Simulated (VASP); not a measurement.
# C in VASP: a series of runs

Runs on C. Level: LDA. Tasks: single point.

Everything below comes from runs of VASP 6.6.1. Logs are shortened: lines on timing, memory, paths and dates and some standing lists are left out, and cuts for length are marked.

## (1) The cell of the first run

The structure is tetragonal, space group I4/mmm (No. 139). The conventional cell has a = 4.893 Å, b = 4.893 Å, c = 4.965 Å, α = 90.00°, β = 90.00°, γ = 90.00°. Within 2.0 Å of C (site symmetry m) lie 4 C at 1.49 to 1.62 Å.

## (2) Single point, LDA (strain +0.015 along x and y, +0.030 along z)

INCAR reads:

```
SYSTEM = C
  ALGO = Normal
  EDIFF = 1E-7
  ENCUT = 520
  ISIF = 2
  ISMEAR = 0
  LASPH = .TRUE.
  LCHARG = .FALSE.
  LREAL = .FALSE.
  LWAVE = .FALSE.
  NBANDS = 26
  NELM = 100
  PREC = Accurate
  SIGMA = 0.05
```

KPOINTS reads:

```
k-points
0
G
  8 8 8
  0 0 0
```

POSCAR reads:

```
C
1.0
   -2.4465542730      2.4465542730      2.4827102475
    2.4465542730     -2.4465542730      2.4827102475
    2.4465542730      2.4465542730     -2.4827102475
C
8
Direct
    0.3254710859      0.0000000000      0.0000000000
    0.6745289141      0.6745289141      0.6745289141
    0.0000000000      0.3254710859      0.0000000000
    0.0000000000      0.0000000000      0.3254710859
    0.0000000000      0.6745289141      0.0000000000
    0.3254710859      0.3254710859      0.3254710859
    0.6745289141      0.0000000000      0.0000000000
    0.0000000000      0.0000000000      0.6745289141
```

Potentials or basis: VASP PAW LDA potentials, release 64 (C).

Run with:

```console
cat potpaw_LDA.64/C/POTCAR > POTCAR
mpirun -np 1 vasp_std > vasp.out
```

OUTCAR:

```text
SYSTEM = C
   EDIFF = 1E-7
   ENCUT = 520
   ISIF = 2
   ISMEAR = 0
   LASPH = .TRUE.
   LREAL = .FALSE.
   NELM = 100
   PREC = Accurate

 ion  position               nearest neighbor table
   1  0.325  0.000  0.000-   7 1.49   6 1.59   8 1.59   5 1.62
   2  0.675  0.675  0.675-   6 1.49   5 1.59   7 1.59   8 1.62
   3  0.000  0.325  0.000-   5 1.49   6 1.59   8 1.59   7 1.62
   4  0.000  0.000  0.325-   8 1.49   7 1.59   5 1.59   6 1.62
   5  0.000  0.675  0.000-   3 1.49   2 1.59   4 1.59   1 1.62
   6  0.325  0.325  0.325-   2 1.49   1 1.59   3 1.59   4 1.62
   7  0.675  0.000  0.000-   1 1.49   2 1.59   4 1.59   3 1.62
   8  0.000  0.000  0.675-   4 1.49   3 1.59   1 1.59   2 1.62

  LATTYP: Found a body centered tetragonal cell.
 ALAT       =     4.8931085460
 C/A-ratio  =     1.0147783251

  Lattice vectors:

 A1 = (  -2.4465542730,   2.4465542730,   2.4827102475)
 A2 = (   2.4465542730,  -2.4465542730,   2.4827102475)
 A3 = (   2.4465542730,   2.4465542730,  -2.4827102475)

Analysis of symmetry for initial positions (statically):
=====================================================================
 Subroutine PRICEL returns:
 Original cell was already a primitive cell.

 Routine SETGRP: Setting up the symmetry group for a
 body centered tetragonal supercell.

 Subroutine GETGRP returns: Found 16 space group operations
 (whereof 16 operations were pure point group operations)
 out of a pool of 16 trial point group operations.

The static configuration has the point symmetry D_4h.

Analysis of symmetry for dynamics (positions and initial velocities):
=====================================================================
 Subroutine PRICEL returns:
 Original cell was already a primitive cell.

 Routine SETGRP: Setting up the symmetry group for a
 body centered tetragonal supercell.

 Subroutine GETGRP returns: Found 16 space group operations
 (whereof 16 operations were pure point group operations)
 out of a pool of 16 trial point group operations.

The dynamic configuration has the point symmetry D_4h.

 Subroutine INISYM returns: Found 16 space group operations
 (whereof 16 operations are pure point group operations),
 and found     1 'primitive' translations

----------------------------------------------------------------------------------------

                                     Primitive cell

  volume of cell :      59.4423

  direct lattice vectors                    reciprocal lattice vectors
    -2.446554273  2.446554273  2.482710248     0.000000000  0.204369061  0.201392813
     2.446554273 -2.446554273  2.482710248     0.204369061  0.000000000  0.201392813
     2.446554273  2.446554273 -2.482710248     0.204369061  0.204369061  0.000000000

  length of vectors
     4.258533291  4.258533291  4.258533291     0.286924691  0.286924691  0.289021498

  position of ions in fractional coordinates (direct lattice)
     0.325471086  0.000000000  0.000000000
     0.674528914  0.674528914  0.674528914
     0.000000000  0.325471086  0.000000000
     1.000000000  1.000000000  0.325471086
     0.000000000  0.674528914  0.000000000
     0.325471086  0.325471086  0.325471086
     0.674528914  0.000000000  0.000000000
     1.000000000  1.000000000  0.674528914

  ion indices of the primitive-cell ions
   primitive index   ion index
                 1           1
                 2           2
                 3           3
                 4           4
                 5           5
                 6           6
                 7           7
                 8           8

----------------------------------------------------------------------------------------

 KPOINTS: k-points

Automatic generation of k-mesh.
 Grid dimensions read from file:
 generate k-points for:    8    8    8

 Generating k-lattice:

  Cartesian coordinates                     Fractional coordinates (reciprocal lattice)
     0.000000000  0.025546133  0.025174102     0.125000000  0.000000000 -0.000000000
     0.025546133  0.000000000  0.025174102     0.000000000  0.125000000 -0.000000000
     0.025546133  0.025546133  0.000000000     0.000000000  0.000000000  0.125000000

  Length of vectors
     0.035865586  0.035865586  0.036127687

  Shift w.r.t. Gamma in fractional coordinates (k-lattice)
     0.000000000  0.000000000  0.000000000

 Subroutine IBZKPT returns following result:
 ===========================================

 Found     59 irreducible k-points:

 Following reciprocal coordinates:
            Coordinates               Weight
  0.000000  0.000000  0.000000      1.000000
  0.125000  0.000000 -0.000000      8.000000
  0.250000  0.000000 -0.000000      8.000000
  0.375000  0.000000 -0.000000      8.000000
  0.500000  0.000000 -0.000000      4.000000
  0.125000  0.125000 -0.000000      8.000000
[... 16 lines left out ...]
  0.250000  0.125000  0.125000     16.000000
  0.375000  0.125000  0.125000      8.000000
 [... further k-points ...]
   k-points           NKPTS =     59   k-points in BZ     NKDIM =     59   number of bands    NBANDS=     26
   number of dos      NEDOS =    301   number of ions     NIONS =      8
   total plane-waves  NPLWV =  32768
   dimension x,y,z NGX =    32 NGY =   32 NGZ =   32
   dimension x,y,z NGXF=    64 NGYF=   64 NGZF=   64
   ions per type =               8
   NGX,Y,Z   is equivalent  to a cutoff of  12.49, 12.49, 12.49 a.u.
   NGXF,Y,Z  is equivalent  to a cutoff of  24.98, 24.98, 24.98 a.u.
 SYSTEM =  C
   PREC   = accura    normal or accurate (medium, high low for compatibility)
   ISTART =      0    job   : 0-new  1-cont  2-samecut
   ICHARG =      2    charge: 1-file 2-atom 10-const
   ISPIN  =      1    spin polarized calculation?
   LNONCOLLINEAR =      F non collinear calculations
   LSORBIT =      F    spin-orbit coupling
   LASPH  =      T    aspherical Exc in radial PAW
   ENCUT  =  520.0 eV  38.22 Ry    6.18 a.u.   7.92  7.92  7.92*2*pi/ulx,y,z
   NELM   =    100;   NELMIN=  2; NELMDL= -5     # of ELM steps
   EDIFF  = 0.1E-06   stopping-criterion for ELM
   LREAL  =      F    real-space projection
   EDIFFG = 0.1E-05   stopping-criterion for IOM
   NSW    =      0    number of steps for IOM
   IBRION =     -1    ionic relax: 0-MD 1-quasi-New 2-CG
   NFREE  =      0    steps in history (QN), initial steepest desc. (CG)
   ISIF   =      2    stress and relaxation
   ISYM   =      2    0-nonsym 1-usesym 2-fastsym
   POTIM  = 0.5000    time-step for ionic-motion
   TEBEG  =    0.0;   TEEND  =   0.0 temperature during run
   PSTRESS=    0.0 pullay stress
   NELECT =      32.0000    total number of electrons
   NUPDOWN=      -1.0000    fix difference up-down
   EMIN   =  10.00;   EMAX   =-10.00  energy-range for DOS
   EFERMI =   0.00;   METHOD = LEGACY
   ISMEAR =     0;   SIGMA  =   0.05  broadening in eV -4-tet -1-fermi 0-gaus
   EFERMI_NEDOS =   21; number of points for ismear=-14 and -15
   IALGO  =     38    algorithm
   IMIX   =      4    mixing-type and parameters
     AMIX     =   0.40;   BMIX     =  1.00
     AMIX_MAG =   1.60;   BMIX_MAG =  1.00
  volume/ion in A,a.u.               =       7.43        50.14
  Fermi-wavevector in a.u.,A,eV,Ry     =   1.331761  2.516663 24.131116  1.773587
  Thomas-Fermi vector in A             =   2.460747
   LORBIT       =      0    0 simple, 1 ext, 2 COOP (PROOUT), +10 PAW based schemes
   GGA     = CA    functional components
   LHFCALC =     F    Hartree Fock is set to
   AEXX    =    0.0000 exact exchange contribution
   IVDW    =     0    specifies the selected vdW correction
   LEPSILON=     F    determine dielectric tensor
   LRPA    =     F    only Hartree local field effects (RPA)
 non-spin polarized calculation
 Gauss-broadening in eV      SIGMA  =   0.05
  energy-cutoff  :      520.00
  volume of cell :       59.44
 maximum number of plane-waves:      1630
   NGX = 15   NGY = 15   NGZ = 15

 number of electron      31.9999995 magnetization

 Free energy of the ion-electron system (eV)
  ---------------------------------------------------
  ext. energy  EPLUGINS =         0.00000000
  ---------------------------------------------------
  free energy    TOTEN  =       -75.08698106 eV

  energy without entropy =      -75.08698106  energy(sigma->0) =      -75.08698106

 E-fermi :   6.5062     XC(G=0): -11.7466

 val. band max:        6.2350591442   @ k =   0.5000   0.5000   0.5000
 cond. band min:       9.0622096951   @ k =   0.1250   0.1250   0.1250
 fundamental gap:      2.8271505509
 Fermi energy:         6.5062493155

 k-point     1 :       0.0000    0.0000    0.0000
  band No.  band energies     occupation
      1     -14.1060      2.00000
      2      -6.3882      2.00000
      3      -6.1098      2.00000
      4      -6.1098      2.00000
      5      -5.4021      2.00000
      6      -5.4021      2.00000
[... 18 lines left out ...]
     25      17.0741      0.00000
     26      17.2745      0.00000

 k-point     2 :       0.1250    0.0000   -0.0000
  band No.  band energies     occupation
      1     -14.0105      2.00000
      2      -7.2626      2.00000
      3      -6.6819      2.00000
      4      -6.2070      2.00000
      5      -5.3946      2.00000
      6      -5.2662      2.00000
[... 18 lines left out ...]
     25      17.0096      0.00000
     26      17.2542      0.00000

 k-point     3 :       0.2500    0.0000   -0.0000
  band No.  band energies     occupation
      1     -13.7490      2.00000
      2      -8.4769      2.00000
      3      -7.2951      2.00000
      4      -6.1338      2.00000
      5      -5.5805      2.00000
      6      -5.3273      2.00000
[... 572 lines left out ...]
 k-point    23 :       0.2500    0.1250    0.1250
  band No.  band energies     occupation
      1     -13.3299      2.00000
      2      -9.3119      2.00000
      3      -8.0482      2.00000
      4      -7.4584      2.00000
      5      -4.6264      2.00000
      6      -4.2177      2.00000
[... 18 lines left out ...]
     25      17.3982      0.00000
     26      17.5150      0.00000

 k-point    24 :       0.3750    0.1250    0.1250
  band No.  band energies     occupation
      1     -13.1976      2.00000
      2      -9.5233      2.00000
      3      -8.3090      2.00000
      4      -7.5034      2.00000
      5      -4.6353      2.00000
      6      -4.1775      2.00000
[... 18 lines left out ...]
     25      17.4957      0.00000
     26      17.6142      0.00000

 [... further k-points ...]
[... 5 lines left out ...]
  --------------------------------------------------------------------------------------
  -------------------------------------------------------------------------------------
  Total       -5.4778128     -5.4778128     -8.2068135      0.0000000      0.0000000      0.0000000
  in kB     -147.6461168   -147.6461168   -221.2021832      0.0000000      0.0000000      0.0000000
  external PRESSURE =    -172.1648056 kB  Pullay stress =       0.0000000 kB

 VOLUME and BASIS-vectors are now :
 -----------------------------------------------------------------------------
  energy-cutoff  :      520.00
  volume of cell :       59.44
      direct lattice vectors                 reciprocal lattice vectors
    -2.446554273  2.446554273  2.482710248     0.000000000  0.204369061  0.201392813
     2.446554273 -2.446554273  2.482710248     0.204369061  0.000000000  0.201392813
     2.446554273  2.446554273 -2.482710248     0.204369061  0.204369061  0.000000000

 POSITION                                       TOTAL-FORCE (eV/Angst)
 -----------------------------------------------------------------------------------
     -0.79628      0.79628      0.80805         0.038175     -0.038175     -0.327144
      1.65027      1.65027      1.67466         0.038175      0.038175      0.327144
      0.79628     -0.79628      0.80805        -0.038175      0.038175     -0.327144
      0.79628      0.79628     -0.80805        -0.038175     -0.038175      0.327144
      1.65027     -1.65027      1.67466         0.038175     -0.038175      0.327144
      0.79628      0.79628      0.80805        -0.038175     -0.038175     -0.327144
     -1.65027      1.65027      1.67466        -0.038175      0.038175      0.327144
      1.65027      1.65027     -1.67466         0.038175      0.038175     -0.327144
 -----------------------------------------------------------------------------------
    total drift:                                0.000000      0.000000     -0.000000

  FREE ENERGIE OF THE ION-ELECTRON SYSTEM (eV)
  ---------------------------------------------------
  free  energy   TOTEN  =       -75.0869810631 eV

  energy  without entropy=      -75.0869810631  energy(sigma->0) =      -75.08698106
```

Wall time 50 s (1 thread of Intel Xeon 6975P-C, shared host); peak memory 0.18 GiB.

Results:

```yaml
Free_energy: -75.0870 eV
Pressure: -17.2 GPa
Largest_force: 0.332 eV/Å
Band_gap_on_the_k_mesh: 2.83 eV, indirect (least direct gap 3.71 eV)
```

Forces on the atoms (eV/Å):
```
C    0.038 -0.038 -0.327
C    0.038  0.038  0.327
C   -0.038  0.038 -0.327
C   -0.038 -0.038  0.327
C    0.038 -0.038  0.327
C   -0.038 -0.038 -0.327
C   -0.038  0.038  0.327
C    0.038  0.038 -0.327
```

Stress tensor (GPa, compression positive):
```
-14.76   0.00   0.00
  0.00 -14.76   0.00
  0.00   0.00 -22.12
```

Levels at points of the mesh, in eV from the valence-band top:
| k point | band 14 | band 15 | band 16 | band 17 | band 18 | band 19 |
| --- | --- | --- | --- | --- | --- | --- |
| (0.00, 0.00, 0.00) | -0.49 | -0.49 | -0.29 | 3.45 | 4.04 | 4.04 |
| (0.50, 0.00, 0.00) | -2.92 | -2.33 | -2.12 | 3.67 | 5.36 | 5.57 |
| (0.50, 0.50, 0.00) | -3.04 | -2.19 | -2.18 | 3.75 | 4.86 | 5.73 |
| (0.50, 0.50, 0.50) | -0.18 | 0.00 | 0.00 | 3.71 | 5.47 | 5.47 |

Caveat: the cell differs from its parent crystal (strain +0.015 along x and y, +0.030 along z).

## (3) Single point, LDA (strain +0.030 along x and y, +0.015 along z)

INCAR reads:

```
PREC = Accurate
ENCUT = 520
EDIFF = 1E-6
ISMEAR = 0
SIGMA = 0.05
LREAL = False
LASPH = True
NELM = 60
ALGO = Normal
ISIF = 2
LWAVE = False
LCHARG = True
GGA = CA
LELF = True
LVHAR = True
NBANDS = 26
```

KPOINTS reads:

```
regular mesh
0
Gamma
  8 8 8
```

POSCAR, as its differences from that of step 2:

```diff
@@ -2,5 +2,5 @@
 1.0
-   -2.4465542730      2.4465542730      2.4827102475
-    2.4465542730     -2.4465542730      2.4827102475
-    2.4465542730      2.4465542730     -2.4827102475
+   -2.4827102475      2.4827102475      2.4465542730
+    2.4827102475     -2.4827102475      2.4465542730
+    2.4827102475      2.4827102475     -2.4465542730
 C
```

Potentials or basis: VASP PAW LDA potentials, release 64 (C).

Run with:

```console
cat potpaw_LDA.64/C/POTCAR > POTCAR
mpirun -np 1 vasp_std > vasp.out
```

Run time: 58 s. Hardware: 1 thread of Intel Xeon 6975P-C, shared host; peak memory 0.18 GiB.

It converged, with:

| Property | Result |
| --- | --- |
| Free energy | -74.9824 eV |
| Pressure | -21.1 GPa |
| Largest force | 0.381 eV/Å |
| Band gap on the k mesh | 2.74 eV, indirect (least direct gap 3.64 eV) |

Forces on the atoms (eV/Å):
```
C    0.269 -0.269  0.019
C    0.269  0.269 -0.019
C   -0.269  0.269  0.019
C   -0.269 -0.269 -0.019
C    0.269 -0.269 -0.019
C   -0.269 -0.269  0.019
C   -0.269  0.269 -0.019
C    0.269  0.269  0.019
```

Stress tensor (GPa, compression positive):
```
-23.57   0.00   0.00
  0.00 -23.57   0.00
  0.00   0.00 -16.27
```

Levels at points of the mesh, in eV from the valence-band top:
| k point | band 14 | band 15 | band 16 | band 17 | band 18 | band 19 |
| --- | --- | --- | --- | --- | --- | --- |
| (0.00, 0.00, 0.00) | -0.63 | -0.42 | -0.42 | 3.54 | 3.54 | 4.12 |
| (0.50, 0.00, 0.00) | -3.04 | -2.26 | -2.21 | 3.63 | 4.90 | 5.58 |
| (0.50, 0.50, 0.00) | -2.89 | -2.41 | -2.13 | 3.55 | 5.40 | 5.42 |
| (0.50, 0.50, 0.50) | -0.18 | -0.18 | 0.00 | 3.64 | 5.26 | 5.56 |

Caveat: the cell differs from its parent crystal (strain +0.030 along x and y, +0.015 along z). A k mesh can miss the band edges.

## (4) Single point, LDA (strain -0.030 along x and y, -0.030 along z)

INCAR reads:

```
  ALGO = Normal
  EDIFF = 1E-6
  ENCUT = 520
  GGA = CA
  ISIF = 2
  ISMEAR = 0
  LASPH = T
  LCHARG = F
  LREAL = F
  LWAVE = F
  NBANDS = 26
  NELM = 80
  PREC = Accurate
  SIGMA = 0.05
```

KPOINTS reads:

```
k-points
0
Gamma
  8 8 8
```

POSCAR, as its differences from that of step 3:

```diff
@@ -2,5 +2,5 @@
 1.0
-   -2.4827102475      2.4827102475      2.4465542730
-    2.4827102475     -2.4827102475      2.4465542730
-    2.4827102475      2.4827102475     -2.4465542730
+   -2.3380863495      2.3380863495      2.3380863495
+    2.3380863495     -2.3380863495      2.3380863495
+    2.3380863495      2.3380863495     -2.3380863495
 C
```

Run with:

```console
cat potpaw_LDA.64/C/POTCAR > POTCAR
mpirun -np 1 vasp_std > vasp.out
```

It took 38 s on 1 thread of Intel Xeon 6975P-C (Granite Rapids), shared host; peak memory 0.15 GiB.

The run converged. Its results:

* Free energy: -74.7074 eV
* Pressure: 38.3 GPa
* Largest force: 0.581 eV/Å
* Band gap on the k mesh: 3.21 eV, indirect (least direct gap 3.85 eV)

Forces on the atoms (eV/Å):
```
C   -0.335  0.335  0.335
C   -0.335 -0.335 -0.335
C    0.335 -0.335  0.335
C    0.335  0.335 -0.335
C   -0.335  0.335 -0.335
C    0.335  0.335  0.335
C    0.335 -0.335 -0.335
C   -0.335 -0.335  0.335
```

Levels at points of the mesh, in eV from the valence-band top:
| k point | band 12 | band 13 | band 14 | band 15 | band 16 | band 17 | band 18 | band 19 | band 20 | band 21 |
| --- | --- | --- | --- | --- | --- | --- | --- | --- | --- | --- |
| (0.00, 0.00, 0.00) | -5.89 | -5.89 | -0.28 | -0.28 | -0.28 | 4.39 | 4.39 | 4.39 | 8.08 | 8.58 |
| (0.50, 0.00, 0.00) | -4.59 | -3.38 | -3.26 | -2.60 | -2.31 | 4.06 | 5.92 | 6.01 | 6.89 | 7.33 |
| (0.50, 0.50, 0.50) | -6.36 | -6.36 | 0.00 | 0.00 | 0.00 | 3.85 | 6.26 | 6.26 | 6.26 | 8.93 |

Caveat: the cell differs from its parent crystal (strain -0.030 along x and y, -0.030 along z).

## (5) Overview

| cell | gap on the mesh (eV) | pressure (GPa) | largest force (eV/Å) |
| --- | --- | --- | --- |
| a = 4.259 Å, angles 109.9, 109.9, 108.7°, 8 atoms | 2.83 | -17.2 | 0.33 |
| a = 4.279 Å, angles 109.1, 109.1, 110.3°, 8 atoms | 2.74 | -21.1 | 0.38 |
| a = 4.050 Å, angles 109.5°, 8 atoms | 3.21 | 38.3 | 0.58 |

Alike in all rows: task single point; level LDA; potentials or basis VASP PAW LDA potentials, release 64 (C); no spin polarisation; k mesh 8 × 8 × 8; cutoff (eV) 520; smearing gaussian 0.05 eV.

Total energies depend on the potentials used, so only differences within one code and one set of settings carry meaning.
